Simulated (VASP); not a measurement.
# BaS in VASP: notebook

Aim: see how the results for BaS move with the level of theory and the settings. Levels: PBE, r2SCAN. Tasks: single point.

Everything below comes from runs of VASP 6.6.1. Logs are shortened: lines on timing, memory, paths and dates and some standing lists are left out, and cuts for length are marked.

## (1) The cell of the first run

Symmetry: Fm-3m, No. 225, cubic system. Conventional cell: a = 6.434 Å, b = 6.434 Å, c = 6.434 Å, α = 90.00°, β = 90.00°, γ = 90.00°. Within 4.2 Å of Ba (site symmetry m-3m) lie 6 S at 3.22 Å. S (site symmetry m-3m) has 6 Ba at 3.22 Å within 4.2 Å.

## (2) Single point, PBE

INCAR reads:

```
PREC = Accurate ; ENCUT = 520
EDIFF = 1E-6 ; ISMEAR = 0
SIGMA = 0.1 ; LREAL = False
LASPH = True ; NELM = 80
ALGO = Normal ; ISIF = 2
LWAVE = False ; LCHARG = True
GGA = PE ; LELF = True
LVHAR = True ; NBANDS = 15
```

KPOINTS reads:

```
regular mesh
0
Gamma
  6 6 6
```

POSCAR reads:

```
BaS
1.0
    0.0000000000      3.2169304288      3.2169304288
    3.2169304288      0.0000000000      3.2169304288
    3.2169304288      3.2169304288      0.0000000000
Ba S
1 1
Direct
    0.5000000000      0.5000000000      0.5000000000
    0.0000000000      0.0000000000      0.0000000000
```

Potentials or basis: VASP PAW PBE potentials, release 64 (Ba_sv, S).

On the command line:

```console
$ cat potpaw_PBE.64/Ba_sv/POTCAR potpaw_PBE.64/S/POTCAR > POTCAR
$ mpirun -np 1 vasp_std > vasp.out
```

OUTCAR:

```text
PREC = Accurate
   ENCUT = 520
   EDIFF = 1E-6
   ISMEAR = 0
   LREAL = False
   LASPH = True
   NELM = 80
   ISIF = 2
   GGA = PE

 ion  position               nearest neighbor table
   1  0.500  0.500  0.500-   2 3.22   2 3.22   2 3.22   2 3.22   2 3.22   2 3.22
   2  0.000  0.000  0.000-   1 3.22   1 3.22   1 3.22   1 3.22   1 3.22   1 3.22

  LATTYP: Found a face centered cubic cell.
 ALAT       =     6.4338608576

  Lattice vectors:

 A1 = (   0.0000000000,   3.2169304288,   3.2169304288)
 A2 = (   3.2169304288,   0.0000000000,   3.2169304288)
 A3 = (   3.2169304288,   3.2169304288,   0.0000000000)

Analysis of symmetry for initial positions (statically):
=====================================================================
 Subroutine PRICEL returns:
 Original cell was already a primitive cell.

 Routine SETGRP: Setting up the symmetry group for a
 face centered cubic supercell.

 Subroutine GETGRP returns: Found 48 space group operations
 (whereof 48 operations were pure point group operations)
 out of a pool of 48 trial point group operations.

The static configuration has the point symmetry O_h .

Analysis of symmetry for dynamics (positions and initial velocities):
=====================================================================
 Subroutine PRICEL returns:
 Original cell was already a primitive cell.

 Routine SETGRP: Setting up the symmetry group for a
 face centered cubic supercell.

 Subroutine GETGRP returns: Found 48 space group operations
 (whereof 48 operations were pure point group operations)
 out of a pool of 48 trial point group operations.

The dynamic configuration has the point symmetry O_h .

 Subroutine INISYM returns: Found 48 space group operations
 (whereof 48 operations are pure point group operations),
 and found     1 'primitive' translations

----------------------------------------------------------------------------------------

                                     Primitive cell

  volume of cell :      66.5817

  direct lattice vectors                    reciprocal lattice vectors
     0.000000000  3.216930429  3.216930429    -0.155427670  0.155427670  0.155427670
     3.216930429  0.000000000  3.216930429     0.155427670 -0.155427670  0.155427670
     3.216930429  3.216930429  0.000000000     0.155427670  0.155427670 -0.155427670

  length of vectors
     4.549426642  4.549426642  4.549426642     0.269208621  0.269208621  0.269208621

  position of ions in fractional coordinates (direct lattice)
     0.500000000  0.500000000  0.500000000
     0.000000000  0.000000000  0.000000000

  ion indices of the primitive-cell ions
   primitive index   ion index
                 1           1
                 2           2

----------------------------------------------------------------------------------------

 KPOINTS: regular mesh

Automatic generation of k-mesh.
 Grid dimensions read from file:
 generate k-points for:    6    6    6

 Generating k-lattice:

  Cartesian coordinates                     Fractional coordinates (reciprocal lattice)
    -0.025904612  0.025904612  0.025904612     0.166666667  0.000000000  0.000000000
     0.025904612 -0.025904612  0.025904612     0.000000000  0.166666667  0.000000000
     0.025904612  0.025904612 -0.025904612     0.000000000  0.000000000  0.166666667

  Length of vectors
     0.044868103  0.044868103  0.044868103

  Shift w.r.t. Gamma in fractional coordinates (k-lattice)
     0.000000000  0.000000000  0.000000000

 Subroutine IBZKPT returns following result:
 ===========================================

 Found     16 irreducible k-points:

 Following reciprocal coordinates:
            Coordinates               Weight
  0.000000  0.000000  0.000000      1.000000
  0.166667  0.000000  0.000000      8.000000
  0.333333  0.000000  0.000000      8.000000
  0.500000  0.000000  0.000000      4.000000
  0.166667  0.166667  0.000000      6.000000
  0.333333  0.166667  0.000000     24.000000
[... 8 lines left out ...]
 -0.333333  0.333333  0.166667     24.000000
 -0.333333  0.500000  0.166667     12.000000
   k-points           NKPTS =     16   k-points in BZ     NKDIM =     16   number of bands    NBANDS=     15
   number of dos      NEDOS =    301   number of ions     NIONS =      2
   total plane-waves  NPLWV =  46656
   dimension x,y,z NGX =    36 NGY =   36 NGZ =   36
   dimension x,y,z NGXF=    72 NGYF=   72 NGZF=   72
   ions per type =               1   1
   NGX,Y,Z   is equivalent  to a cutoff of  13.16, 13.16, 13.16 a.u.
   NGXF,Y,Z  is equivalent  to a cutoff of  26.31, 26.31, 26.31 a.u.
 SYSTEM =  unknown system
   PREC   = accura    normal or accurate (medium, high low for compatibility)
   ISTART =      0    job   : 0-new  1-cont  2-samecut
   ICHARG =      2    charge: 1-file 2-atom 10-const
   ISPIN  =      1    spin polarized calculation?
   LNONCOLLINEAR =      F non collinear calculations
   LSORBIT =      F    spin-orbit coupling
   LASPH  =      T    aspherical Exc in radial PAW
   ENCUT  =  520.0 eV  38.22 Ry    6.18 a.u.   8.46  8.46  8.46*2*pi/ulx,y,z
   NELM   =     80;   NELMIN=  2; NELMDL= -5     # of ELM steps
   EDIFF  = 0.1E-05   stopping-criterion for ELM
   LREAL  =      F    real-space projection
   EDIFFG = 0.1E-04   stopping-criterion for IOM
   NSW    =      0    number of steps for IOM
   IBRION =     -1    ionic relax: 0-MD 1-quasi-New 2-CG
   NFREE  =      0    steps in history (QN), initial steepest desc. (CG)
   ISIF   =      2    stress and relaxation
   ISYM   =      2    0-nonsym 1-usesym 2-fastsym
   POTIM  = 0.5000    time-step for ionic-motion
   TEBEG  =    0.0;   TEEND  =   0.0 temperature during run
   PSTRESS=    0.0 pullay stress
   NELECT =      16.0000    total number of electrons
   NUPDOWN=      -1.0000    fix difference up-down
   EMIN   =  10.00;   EMAX   =-10.00  energy-range for DOS
   EFERMI =   0.00;   METHOD = LEGACY
   ISMEAR =     0;   SIGMA  =   0.10  broadening in eV -4-tet -1-fermi 0-gaus
   EFERMI_NEDOS =   21; number of points for ismear=-14 and -15
   IALGO  =     38    algorithm
   IMIX   =      4    mixing-type and parameters
     AMIX     =   0.40;   BMIX     =  1.00
     AMIX_MAG =   1.60;   BMIX_MAG =  1.00
  volume/ion in A,a.u.               =      33.29       224.66
  Fermi-wavevector in a.u.,A,eV,Ry     =   1.017802  1.923366 14.094550  1.035920
  Thomas-Fermi vector in A             =   2.151223
   LORBIT       =      0    0 simple, 1 ext, 2 COOP (PROOUT), +10 PAW based schemes
   GGA     = PE    functional components
   LHFCALC =     F    Hartree Fock is set to
   AEXX    =    0.0000 exact exchange contribution
   IVDW    =     0    specifies the selected vdW correction
   LEPSILON=     F    determine dielectric tensor
   LRPA    =     F    only Hartree local field effects (RPA)
 non-spin polarized calculation
 Gauss-broadening in eV      SIGMA  =   0.10
  energy-cutoff  :      520.00
  volume of cell :       66.58
 maximum number of plane-waves:      1820
 NGX is ok and might be reduce to    36
   NGX = 17   NGY = 17   NGZ = 17

 number of electron      16.0000002 magnetization

 Free energy of the ion-electron system (eV)
  ---------------------------------------------------
  ext. energy  EPLUGINS =         0.00000000
  ---------------------------------------------------
  free energy    TOTEN  =       -10.19303553 eV

  energy without entropy =      -10.19303553  energy(sigma->0) =      -10.19303553

 E-fermi :   1.8685     XC(G=0):  -8.5359

 val. band max:        1.3429438287   @ k =   0.0000   0.0000   0.0000
 cond. band min:       3.4852787418   @ k =   0.5000   0.5000   0.0000
 fundamental gap:      2.1423349131
 Fermi energy:         1.8685315474

 k-point     1 :       0.0000    0.0000    0.0000
  band No.  band energies     occupation
      1     -24.8015      2.00000
      2      -9.8593      2.00000
      3      -9.8593      2.00000
      4      -9.8593      2.00000
      5      -8.9843      2.00000
      6       1.3429      2.00000
      7       1.3429      2.00000
      8       1.3429      2.00000
      9       4.8373      0.00000
     10       5.2075      0.00000
     11       5.2075      0.00000
     12       5.2075      0.00000
     13       6.1107      0.00000
     14       6.1107      0.00000
     15      10.0396      0.00000

 k-point     2 :       0.1667    0.0000    0.0000
  band No.  band energies     occupation
      1     -24.7915      2.00000
      2     -10.2590      2.00000
      3      -9.8685      2.00000
      4      -9.8685      2.00000
      5      -8.5613      2.00000
      6       0.7054      2.00000
      7       1.0142      2.00000
      8       1.0142      2.00000
      9       5.2367      0.00000
     10       5.6057      0.00000
     11       5.6057      0.00000
     12       5.8055      0.00000
     13       6.8619      0.00000
     14       6.8619      0.00000
     15      11.0661      0.00000

 k-point     3 :       0.3333    0.0000    0.0000
  band No.  band energies     occupation
      1     -24.7715      2.00000
      2     -10.7254      2.00000
      3      -9.8866      2.00000
      4      -9.8866      2.00000
      5      -8.0445      2.00000
      6      -0.1865      2.00000
      7       0.5063      2.00000
      8       0.5063      2.00000
      9       5.7788      0.00000
     10       6.6617      0.00000
     11       6.6617      0.00000
     12       7.2426      0.00000
     13       8.5589      0.00000
     14       8.5589      0.00000
     15      11.5691      0.00000
[... 199 lines left out ...]
 k-point    15 :      -0.3333    0.3333    0.1667
  band No.  band energies     occupation
      1     -24.7523      2.00000
      2     -10.5705      2.00000
      3     -10.1065      2.00000
      4     -10.0165      2.00000
      5      -8.2630      2.00000
      6       0.0895      2.00000
      7       0.6498      2.00000
      8       0.7070      2.00000
      9       5.7742      0.00000
     10       5.8757      0.00000
     11       7.8531      0.00000
     12       8.2368      0.00000
     13       8.6007      0.00000
     14      10.5604      0.00000
     15      10.6467      0.00000

 k-point    16 :      -0.3333    0.5000    0.1667
  band No.  band energies     occupation
      1     -24.7493      2.00000
      2     -10.2751      2.00000
      3     -10.2399      2.00000
      4     -10.1050      2.00000
      5      -8.5152      2.00000
      6       0.4678      2.00000
      7       0.7965      2.00000
      8       0.9509      2.00000
      9       4.5506      0.00000
     10       6.8228      0.00000
     11       7.4249      0.00000
     12       8.2046      0.00000
     13       8.7368      0.00000
     14       9.5147      0.00000
     15      11.0148      0.00000

------------------------ aborting loop because EDIFF is reached ----------------------------------------

  FORCE on cell =-STRESS in cart. coord.  units (eV):
  Direction    XX          YY          ZZ          XY          YZ          ZX
  --------------------------------------------------------------------------------------
  -------------------------------------------------------------------------------------
  Total        0.1834786      0.1834786      0.1834786     -0.0000000      0.0000000     -0.0000000
  in kB        4.4151040      4.4151040      4.4151040     -0.0000000      0.0000000     -0.0000000
  external PRESSURE =       4.4151040 kB  Pullay stress =       0.0000000 kB

 VOLUME and BASIS-vectors are now :
 -----------------------------------------------------------------------------
  energy-cutoff  :      520.00
  volume of cell :       66.58
      direct lattice vectors                 reciprocal lattice vectors
     0.000000000  3.216930429  3.216930429    -0.155427670  0.155427670  0.155427670
     3.216930429  0.000000000  3.216930429     0.155427670 -0.155427670  0.155427670
     3.216930429  3.216930429  0.000000000     0.155427670  0.155427670 -0.155427670

 POSITION                                       TOTAL-FORCE (eV/Angst)
 -----------------------------------------------------------------------------------
      3.21693      3.21693      3.21693         0.000000      0.000000      0.000000
      0.00000      0.00000      0.00000        -0.000000     -0.000000     -0.000000
 -----------------------------------------------------------------------------------
    total drift:                                0.000000      0.000000      0.000000

  FREE ENERGIE OF THE ION-ELECTRON SYSTEM (eV)
  ---------------------------------------------------
  free  energy   TOTEN  =       -10.1930355321 eV

  energy  without entropy=      -10.1930355321  energy(sigma->0) =      -10.19303553
```

It took 15 s on 1 thread of Intel Xeon Platinum 8488C (Sapphire Rapids), shared host; peak memory 0.2 GiB.

What came out:

```
Free energy            : -10.1930 eV
Pressure               : 0.4 GPa
Band gap on the k mesh : 2.14 eV (least direct gap 2.29 eV)
```

Levels at points of the mesh, in eV from the valence-band top:
```
           k point  band 6  band 7  band 8  band 9  band 10  band 11
(0.00, 0.00, 0.00)    0.00    0.00    0.00    3.49     3.86     3.86
(0.50, 0.00, 0.00)   -1.89   -1.05   -1.05    5.47     5.62     6.22
(0.50, 0.50, 0.00)   -0.55   -0.15   -0.15    2.14     5.88     5.90
```

Caveat: spin-orbit coupling is left out, which moves the levels of the heavy elements. A k mesh can miss the band edges.

## (3) Single point, PBE

This run uses another cell than the first one, of 33.19 Å³/atom.

INCAR reads:

```
PREC = Accurate
ENCUT = 520
EDIFF = 1E-7
ISMEAR = 0
SIGMA = 0.02
LREAL = False
LASPH = True
NELM = 60
ALGO = Normal
ISIF = 2
LWAVE = False
LCHARG = False
GGA = PE
NBANDS = 15
```

KPOINTS reads:

```
Automatic mesh
0
Gamma
  8 8 8
```

POSCAR reads:

```
BaS
1.0
    0.0000000000      3.2135629450      3.2135629450
    3.2135629450      0.0000000000      3.2135629450
    3.2135629450      3.2135629450      0.0000000000
Ba S
1 1
Direct
    0.5000000000      0.5000000000      0.5000000000
    0.0000000000      0.0000000000      0.0000000000
```

Potentials or basis: VASP PAW PBE potentials, release 64 (Ba_sv, S).

On the command line:

```console
$ cat potpaw_PBE.64/Ba_sv/POTCAR potpaw_PBE.64/S/POTCAR > POTCAR
$ mpirun -np 1 vasp_std > vasp.out
```

Run time: 24 s. Hardware: 1 thread of Intel Xeon Platinum 8488C (Sapphire Rapids), shared host; peak memory 0.21 GiB.

Results (log left out):

```
Free energy            : -10.1925 eV
Pressure               : 0.6 GPa
Band gap on the k mesh : 2.14 eV (least direct gap 2.28 eV)
```

Levels at points of the mesh, in eV from the valence-band top:
```tsv
k point	band 5	band 6	band 7	band 8	band 9	band 10	band 11	band 12
(0.00, 0.00, 0.00)	-10.33	0.00	0.00	0.00	3.51	3.87	3.87	3.87
(0.50, 0.00, 0.00)	-9.17	-1.90	-1.05	-1.05	5.48	5.63	6.24	6.24
(0.50, 0.50, 0.00)	-10.24	-0.54	-0.15	-0.15	2.14	5.89	5.91	7.39
```

Caveat: spin-orbit coupling is left out, which moves the levels of the heavy elements. A k mesh can miss the band edges.

[end of part 1 of 2]
